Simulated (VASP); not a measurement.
# Se (R-3m) in VASP: a series of runs

Runs on Se. Level: LDA. Tasks: single point.

All numbers are computed with VASP 6.6.1; they aren't measurements. Logs are shortened: lines on timing, memory, paths and dates and some standing lists are left out, and cuts for length are marked.

## (1) The cell of the first run

Symmetry: R-3m, No. 166, trigonal system. The conventional cell has a = 4.442 Å, b = 4.442 Å, c = 10.719 Å, α = 90.00°, β = 90.00°, γ = 120.00°. Se (site symmetry 3m) has 4 Se at 2.68 to 2.72 Å within 3.5 Å.

## (2) Single point, LDA

File INCAR:

```
SYSTEM = Se
ALGO = Normal
EDIFF = 1E-6
ENCUT = 500
GGA_COMPAT = .FALSE.
ISIF = 2
ISMEAR = 0
LASPH = .TRUE.
LCHARG = .FALSE.
LREAL = .FALSE.
LWAVE = .FALSE.
NBANDS = 13
NELM = 120
PREC = Accurate
SIGMA = 0.02
```

File KPOINTS:

```
k-points
0
G
  5 5 5
  0 0 0
```

File POSCAR:

```
Se
1.0
   -0.0312556700      3.1099391650      3.1099391650
    3.1099391650     -0.0312556700      3.1099391650
    3.1099391650      3.1099391650     -0.0312556700
Se
2
Direct
    0.5000000000      0.5000000000      0.5000000000
    0.7500000000      0.7500000000      0.7500000000
```

Potentials or basis: VASP PAW LDA potentials, release 64 (Se).

Started as:

```console
> cat potpaw_LDA.64/Se/POTCAR > POTCAR
> mpirun -np 1 vasp_std > vasp.out
```

OUTCAR:

```text
SYSTEM = Se
   EDIFF = 1E-6
   ENCUT = 500
   ISIF = 2
   ISMEAR = 0
   LASPH = .TRUE.
   LREAL = .FALSE.
   NELM = 120
   PREC = Accurate

 ion  position               nearest neighbor table
   1  0.500  0.500  0.500-   2 2.68   2 2.72   2 2.72   2 2.72
   2  0.750  0.750  0.750-   1 2.68   1 2.72   1 2.72   1 2.72

  LATTYP: Found a trigonal (rhomboedric) cell.
 ALAT       =     4.3982292047
 COS(alpha) =     0.4899250057

  Lattice vectors:

 A1 = (  -0.0312556700,   3.1099391650,   3.1099391650)
 A2 = (   3.1099391650,  -0.0312556700,   3.1099391650)
 A3 = (   3.1099391650,   3.1099391650,  -0.0312556700)

Analysis of symmetry for initial positions (statically):
=====================================================================
 Subroutine PRICEL returns:
 Original cell was already a primitive cell.

 Routine SETGRP: Setting up the symmetry group for a
 trigonal (rhombohedral) supercell.

 Subroutine GETGRP returns: Found 12 space group operations
 (whereof  6 operations were pure point group operations)
 out of a pool of 12 trial point group operations.

The static configuration has the point symmetry C_3v.
 The point group associated with its full space group is D_3d.

Analysis of symmetry for dynamics (positions and initial velocities):
=====================================================================
 Subroutine PRICEL returns:
 Original cell was already a primitive cell.

 Routine SETGRP: Setting up the symmetry group for a
 trigonal (rhombohedral) supercell.

 Subroutine GETGRP returns: Found 12 space group operations
 (whereof  6 operations were pure point group operations)
 out of a pool of 12 trial point group operations.

The dynamic configuration has the point symmetry C_3v.
 The point group associated with its full space group is D_3d.

 Subroutine INISYM returns: Found 12 space group operations
 (whereof  6 operations are pure point group operations),
 and found     1 'primitive' translations

----------------------------------------------------------------------------------------

                                     Primitive cell

  volume of cell :      61.0638

  direct lattice vectors                    reciprocal lattice vectors
    -0.031255670  3.109939165  3.109939165    -0.158371185  0.159979014  0.159979014
     3.109939165 -0.031255670  3.109939165     0.159979014 -0.158371185  0.159979014
     3.109939165  3.109939165 -0.031255670     0.159979014  0.159979014 -0.158371185

  length of vectors
     4.398229205  4.398229205  4.398229205     0.276166620  0.276166620  0.276166620

  position of ions in fractional coordinates (direct lattice)
     0.500000000  0.500000000  0.500000000
     0.750000000  0.750000000  0.750000000

  ion indices of the primitive-cell ions
   primitive index   ion index
                 1           1
                 2           2

----------------------------------------------------------------------------------------

 KPOINTS: k-points

Automatic generation of k-mesh.
 Grid dimensions read from file:
 generate k-points for:    5    5    5

 Generating k-lattice:

  Cartesian coordinates                     Fractional coordinates (reciprocal lattice)
    -0.031674237  0.031995803  0.031995803     0.200000000  0.000000000  0.000000000
     0.031995803 -0.031674237  0.031995803     0.000000000  0.200000000  0.000000000
     0.031995803  0.031995803 -0.031674237     0.000000000  0.000000000  0.200000000

  Length of vectors
     0.055233324  0.055233324  0.055233324

  Shift w.r.t. Gamma in fractional coordinates (k-lattice)
     0.000000000  0.000000000  0.000000000

 Subroutine IBZKPT returns following result:
 ===========================================

 Found     19 irreducible k-points:

 Following reciprocal coordinates:
            Coordinates               Weight
  0.000000  0.000000  0.000000      1.000000
  0.200000 -0.000000  0.000000      6.000000
  0.400000  0.000000  0.000000      6.000000
  0.200000  0.200000  0.000000      6.000000
  0.400000  0.200000  0.000000     12.000000
 -0.400000  0.200000  0.000000     12.000000
[... 11 lines left out ...]
  0.400000  0.400000  0.400000      2.000000
 -0.400000  0.400000  0.400000      6.000000
   k-points           NKPTS =     19   k-points in BZ     NKDIM =     19   number of bands    NBANDS=     13
   number of dos      NEDOS =    301   number of ions     NIONS =      2
   total plane-waves  NPLWV =  32768
   dimension x,y,z NGX =    32 NGY =   32 NGZ =   32
   dimension x,y,z NGXF=    64 NGYF=   64 NGZF=   64
   ions per type =               2
   NGX,Y,Z   is equivalent  to a cutoff of  12.10, 12.10, 12.10 a.u.
   NGXF,Y,Z  is equivalent  to a cutoff of  24.19, 24.19, 24.19 a.u.
 SYSTEM =  Se
   PREC   = accura    normal or accurate (medium, high low for compatibility)
   ISTART =      0    job   : 0-new  1-cont  2-samecut
   ICHARG =      2    charge: 1-file 2-atom 10-const
   ISPIN  =      1    spin polarized calculation?
   LNONCOLLINEAR =      F non collinear calculations
   LSORBIT =      F    spin-orbit coupling
   LASPH  =      T    aspherical Exc in radial PAW
   ENCUT  =  500.0 eV  36.75 Ry    6.06 a.u.   8.02  8.02  8.02*2*pi/ulx,y,z
   NELM   =    120;   NELMIN=  2; NELMDL= -5     # of ELM steps
   EDIFF  = 0.1E-05   stopping-criterion for ELM
   LREAL  =      F    real-space projection
   EDIFFG = 0.1E-04   stopping-criterion for IOM
   NSW    =      0    number of steps for IOM
   IBRION =     -1    ionic relax: 0-MD 1-quasi-New 2-CG
   NFREE  =      0    steps in history (QN), initial steepest desc. (CG)
   ISIF   =      2    stress and relaxation
   ISYM   =      2    0-nonsym 1-usesym 2-fastsym
   POTIM  = 0.5000    time-step for ionic-motion
   TEBEG  =    0.0;   TEEND  =   0.0 temperature during run
   PSTRESS=    0.0 pullay stress
   NELECT =      12.0000    total number of electrons
   NUPDOWN=      -1.0000    fix difference up-down
   EMIN   =  10.00;   EMAX   =-10.00  energy-range for DOS
   EFERMI =   0.00;   METHOD = LEGACY
   ISMEAR =     0;   SIGMA  =   0.02  broadening in eV -4-tet -1-fermi 0-gaus
   EFERMI_NEDOS =   21; number of points for ismear=-14 and -15
   IALGO  =     38    algorithm
   IMIX   =      4    mixing-type and parameters
     AMIX     =   0.40;   BMIX     =  1.00
     AMIX_MAG =   1.60;   BMIX_MAG =  1.00
  volume/ion in A,a.u.               =      30.53       206.04
  Fermi-wavevector in a.u.,A,eV,Ry     =   0.951789  1.798620 12.325548  0.905902
  Thomas-Fermi vector in A             =   2.080292
   LORBIT       =      0    0 simple, 1 ext, 2 COOP (PROOUT), +10 PAW based schemes
   GGA     = CA    functional components
   LHFCALC =     F    Hartree Fock is set to
   AEXX    =    0.0000 exact exchange contribution
   IVDW    =     0    specifies the selected vdW correction
   LEPSILON=     F    determine dielectric tensor
   LRPA    =     F    only Hartree local field effects (RPA)
 non-spin polarized calculation
 Gauss-broadening in eV      SIGMA  =   0.02
  energy-cutoff  :      500.00
  volume of cell :       61.06
 maximum number of plane-waves:      1561
   NGX = 17   NGY = 17   NGZ = 17

 number of electron      12.0000002 magnetization

 Free energy of the ion-electron system (eV)
  ---------------------------------------------------
  ext. energy  EPLUGINS =         0.00000000
  ---------------------------------------------------
  free energy    TOTEN  =        -7.18190873 eV

  energy without entropy =       -7.18094548  energy(sigma->0) =       -7.18142711

 E-fermi :   2.2875     XC(G=0):  -8.6681

 val. band max:        2.2874016834   @ k =   0.4000   0.2000   0.2000
 cond. band min:       2.3454993770   @ k =  -0.4000   0.4000   0.4000
 fundamental gap:      0.0580976936
 Fermi energy:         2.2874991210

 k-point     1 :       0.0000    0.0000    0.0000
  band No.  band energies     occupation
      1     -13.2122      2.00000
      2      -7.8965      2.00000
      3      -1.2772      2.00000
      4      -1.1883      2.00000
      5      -1.1883      2.00000
      6       1.4356      2.00000
      7       1.4356      2.00000
      8       1.5664      2.00000
      9       6.3616      0.00000
     10       9.8894      0.00000
     11       9.8894      0.00000
     12      11.6666      0.00000
     13      11.6667      0.00000

 k-point     2 :       0.2000   -0.0000    0.0000
  band No.  band energies     occupation
      1     -12.9520      2.00000
      2      -8.5209      2.00000
      3      -1.5735      2.00000
      4      -1.4887      2.00000
      5      -1.4118      2.00000
      6       1.8935      2.00000
      7       2.0074      2.00000
      8       2.0448      2.00000
      9       7.4844      0.00000
     10       9.2219      0.00000
     11       9.2959      0.00000
     12      10.9365      0.00000
     13      13.6105      0.00000

 k-point     3 :       0.4000    0.0000    0.0000
  band No.  band energies     occupation
      1     -12.3622      2.00000
      2      -9.6136      2.00000
      3      -1.9289      2.00000
      4      -1.8525      2.00000
      5      -1.8440      2.00000
      6       2.4394      0.00000
      7       2.5535      0.00000
      8       3.6331      0.00000
      9       8.4746      0.00000
     10       9.6871      0.00000
     11       9.8048      0.00000
     12       9.8804      0.00000
     13      12.6878      0.00000
[... 225 lines left out ...]
 k-point    18 :       0.4000    0.4000    0.4000
  band No.  band energies     occupation
      1     -12.2901      2.00000
      2      -9.7059      2.00000
      3      -1.9233      2.00000
      4      -1.9045      2.00000
      5      -1.9045      2.00000
      6       2.5053      0.00000
      7       2.5053      0.00000
      8       3.7326      0.00000
      9       8.4367      0.00000
     10       9.7255      0.00000
     11       9.7255      0.00000
     12       9.8646      0.00000
     13      12.8268      0.00000

 k-point    19 :      -0.4000    0.4000    0.4000
  band No.  band energies     occupation
      1     -11.9013      2.00000
      2     -10.2280      2.00000
      3      -3.0526      2.00000
      4      -2.1679      2.00000
      5      -0.5611      2.00000
      6       2.3455      0.00004
      7       3.0730      0.00000
      8       3.8526      0.00000
      9       7.8957      0.00000
     10       9.4138      0.00000
     11       9.5356      0.00000
     12      11.3300      0.00000
     13      13.4276      0.00000

------------------------ aborting loop because EDIFF is reached ----------------------------------------

  FORCE on cell =-STRESS in cart. coord.  units (eV):
  Direction    XX          YY          ZZ          XY          YZ          ZX
  --------------------------------------------------------------------------------------
  -------------------------------------------------------------------------------------
  Total       -0.6285682     -0.6285682     -0.6285682     -0.2764631     -0.2764631     -0.2764631
  in kB      -16.4922255    -16.4922255    -16.4922255     -7.2537735     -7.2537735     -7.2537735
  external PRESSURE =     -16.4922255 kB  Pullay stress =       0.0000000 kB

 VOLUME and BASIS-vectors are now :
 -----------------------------------------------------------------------------
  energy-cutoff  :      500.00
  volume of cell :       61.06
      direct lattice vectors                 reciprocal lattice vectors
    -0.031255670  3.109939165  3.109939165    -0.158371185  0.159979014  0.159979014
     3.109939165 -0.031255670  3.109939165     0.159979014 -0.158371185  0.159979014
     3.109939165  3.109939165 -0.031255670     0.159979014  0.159979014 -0.158371185

 POSITION                                       TOTAL-FORCE (eV/Angst)
 -----------------------------------------------------------------------------------
      3.09431      3.09431      3.09431         0.190596      0.190596      0.190596
      4.64147      4.64147      4.64147        -0.190596     -0.190596     -0.190596
 -----------------------------------------------------------------------------------
    total drift:                               -0.000000     -0.000000      0.000000

  FREE ENERGIE OF THE ION-ELECTRON SYSTEM (eV)
  ---------------------------------------------------
  free  energy   TOTEN  =        -7.1819087301 eV

  energy  without entropy=       -7.1809454818  energy(sigma->0) =       -7.18142711
```

Run time: 4 s. Hardware: 1 thread of Intel Xeon 6975P-C (Granite Rapids), shared host; peak memory 0.15 GiB.

Results:

| Quantity | Value |
| --- | --- |
| Free energy | -7.1819 eV |
| Pressure | -1.6 GPa |
| Largest force | 0.330 eV/Å |
| Band gap on the k mesh | zero (band 6 reaches 2.51 eV, above the bottom of band 7 at 1.44 eV) |

Forces in eV/Å, atoms in the order of the input:
```
Se   0.191  0.191  0.191
Se  -0.191 -0.191 -0.191
```

Levels at points of the mesh, in eV from the Fermi level:
| k point | band 3 | band 4 | band 5 | band 6 | band 7 | band 8 | band 9 | band 10 |
| --- | --- | --- | --- | --- | --- | --- | --- | --- |
| (0.00, 0.00, 0.00) | -3.56 | -3.48 | -3.48 | -0.85 | -0.85 | -0.72 | 4.07 | 7.60 |

(Continued in part 2 of 2.)
